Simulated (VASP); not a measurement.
A run of VASP 6.6.1 is set up as follows.

The input INCAR:

```
SYSTEM = InAs
  ALGO = Normal
  EDIFF = 1E-6
  ENCUT = 520
  GGA = PS
  ISIF = 2
  ISMEAR = 0
  LASPH = .True.
  LCHARG = .False.
  LREAL = .False.
  LWAVE = .False.
  NBANDS = 16
  NELM = 60
  PREC = Accurate
  SIGMA = 0.01
```

KPOINTS

```
k-points
0
Gamma
  10 10 10
  0 0 0
```

File POSCAR:

```
InAs
1.0
    0.0000000000      3.0290000000      3.0290000000
    3.0290000000      0.0000000000      3.0290000000
    3.0290000000      3.0290000000      0.0000000000
In As
1 1
Direct
    0.0000000000      0.0000000000      0.0000000000
    0.2500000000      0.2500000000      0.2500000000
```

Potentials or basis: VASP PAW PBE potentials, release 64 (In_d, As).

Command:

```sh
$ cat potpaw_PBE.64/In_d/POTCAR potpaw_PBE.64/As/POTCAR > POTCAR
$ mpirun -np 1 vasp_std > vasp.out
```

(1) Estimate the pressure.

(2) What does it give for the band gap on the k mesh?

Answers

(1) 0.9 GPa.

(2) zero (filled and empty bands touch).

Caveat: the PAW data sets were made with another functional, which shifts forces and pressure a little; spin-orbit coupling is left out, which moves the levels of the heavy elements.
